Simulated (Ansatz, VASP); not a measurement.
SiO2: VASP beside Ansatz

```xyz
12
Lattice="4.9488 0.0000 0.0000 0.0000 4.9488 0.0000 0.0000 0.0000 7.3179" Properties=species:S:1:pos:R:3 pbc="T T T"
Si    0.0000    0.0000    0.0000
Si    0.0000    2.4744    1.8295
Si    2.4744    2.4744    3.6589
Si    2.4744    0.0000    5.4884
O     0.4823    1.2372    0.9147
O     1.2372    2.9567    2.7442
O     3.7116    1.9921    2.7442
O     4.4665    3.7116    0.9147
O     2.9567    3.7116    4.5737
O     3.7116    0.4823    6.4031
O     1.2372    4.4665    6.4031
O     1.9921    1.2372    4.5737
```

Alike in both runs: task single point; functional r2SCAN; k mesh 6 × 6 × 4; occupations gaussian, width 0.02 eV; no spin polarisation.

```csv
,VASP,Ansatz
version,VASP 6.6.1,Ansatz 0.2.0
potentials or method,"VASP PAW PBE potentials, release 64 (Si, O), cutoff 520 eV","scalar-relativistic, plane waves, PAW"
valence electrons in the cell,64,64
```

Ansatz gave:

* gap on the k mesh at the Fermi level (eV): 6.55
* least direct gap on the mesh (eV): 6.55
* pressure (GPa): 0.0

Problem. Estimate VASP's values.

Solution. gap on the k mesh at the Fermi level (eV): 6.55; least direct gap on the mesh (eV): 6.55; pressure (GPa): 0.2.

VASP's potentials were made for PBE, not for r2SCAN. The functional is the same, so the differences come from potentials, cutoffs and numerics.
